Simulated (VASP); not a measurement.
Runs of VASP 6.6.1 on YN. The structure is that of space group Fm-3m (No. 225), or close to it. The cells are those of the table. 

```csv
cell,gap on the mesh (eV),pressure (GPa)
"a = 3.386 Å, angles 60.0°, 2 atoms",0.05,(a)
"a = 3.538 Å, angles 60.0°, 2 atoms",(b),-8.4
"a = 3.449 Å, angles 60.0°, 2 atoms",0.16,(c)
"a = 3.509 Å, angles 60.0°, 2 atoms",0.25,-5.2
"a = 3.479 Å, angles 60.0°, 2 atoms",0.21,-1.4
"a = 3.418 Å, angles 60.0°, 2 atoms",0.11,7.8
```

Alike in all rows: task single point; level PBE; potentials or basis VASP PAW PBE potentials, release 64 (Y_sv, N); no spin polarisation; k mesh 6 × 6 × 6; cutoff (eV) 600; smearing gaussian 0.01 eV.

Task: Fill in the values left out.

Result: (a) 13.4; (b) 0.29; (c) 2.8.

A k mesh can miss the band edges, and the runs leave out spin-orbit coupling on Y.
